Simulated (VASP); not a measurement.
Write the native input for VASP 6.6.1 that does the following.

* Task: single point
* Functional: PBE
* Potentials or basis: VASP PAW PBE potentials, release 64 (Pt, Se)
* Cutoff: 520 eV
* k mesh: 12 × 12 × 6
* Occupations: fermi-dirac, width 0.02 eV
* Spin: no spin polarisation
* Dipole correction: no
* Further INCAR settings: ALGO = Normal; EDIFF = 1e-06; NBANDS = 18

The structure of PtSe2 lies in POSCAR:

```
PtSe2
1.0
    3.6913638651      0.0000000000      0.0000000000
   -1.8456819326      3.1968148818      0.0000000000
    0.0000000000      0.0000000000      5.2243850103
Pt Se
1 2
Direct
    0.0000000000      0.0000000000      0.0000000000
    0.3333333333      0.6666666667      0.2516819019
    0.6666666667      0.3333333333      0.7483180981
```

This cell differs from its parent crystal: strain -1.0%.

One way to write it, as run:

INCAR

```
PREC = Accurate ; ENCUT = 520
EDIFF = 1E-6 ; ISMEAR = -1
SIGMA = 0.02 ; LREAL = False
LASPH = True ; NELM = 60
ALGO = Normal ; ISIF = 2
LWAVE = False ; LCHARG = False
GGA = PE ; NBANDS = 18
```

KPOINTS

```
Automatic mesh
0
Gamma
  12 12 6
```

Potentials or basis: VASP PAW PBE potentials, release 64 (Pt, Se).

The run is started by

```sh
$ cat potpaw_PBE.64/Pt/POTCAR potpaw_PBE.64/Se/POTCAR > POTCAR
$ mpirun -np 1 vasp_std > vasp.out
```

It gave:

The pressure is 6.0 GPa. The largest force is 0.205 eV/Å and the band gap on the k mesh is zero (band 11 reaches 6.64 eV, above the bottom of band 12 at 6.35 eV).

Caveat: the cell differs from its parent crystal (strain -1.0%); spin-orbit coupling is left out, which moves the levels of the heavy elements.

It took 85 s on 1 thread of AMD EPYC 7R43 64-Core Processor (Zen 3) (shared host), peak memory 0.22 GiB.
